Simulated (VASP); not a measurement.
Runs of VASP 6.6.1 on ZrC. The structure is that of space group P6_3/mmc (No. 194), or close to it. The cells are those of the table. 

```tsv
task	cell	k mesh	cutoff (eV)	smearing	gap on the mesh (eV)	pressure (GPa)
single point	a = 3.376, b = 3.376, c = 5.282 Å, angles 90.0, 90.0, 120.0°, 4 atoms	15 × 15 × 8	520	gaussian 0.1 eV	none	0.2
relaxation of cell and atoms	relaxed from a = 3.391, b = 3.391, c = 5.290 Å, angles 90.0, 90.0, 120.0°, 4 atoms	15 × 15 × 8	600	gaussian 0.1 eV	none	0.0
single point	a = 3.391, b = 3.391, c = 5.290 Å, angles 90.0, 90.0, 120.0°, 4 atoms	6 × 6 × 4	520	gaussian 0.1 eV	none	(a)
single point	a = 3.376, b = 3.376, c = 5.282 Å, angles 90.0, 90.0, 120.0°, 4 atoms	18 × 18 × 10	520	gaussian 0.15 eV	none	0.3
```

Alike in all rows: level PBE; potentials or basis VASP PAW PBE potentials, release 64 (Zr_sv, C); no spin polarisation.

**Question.** Fill in the values left out.

**Answer.** (a) -2.0.

A k mesh can miss the band edges, and the runs leave out spin-orbit coupling on Zr.

A gap of «none» marks levels without a gap at the run's occupations.
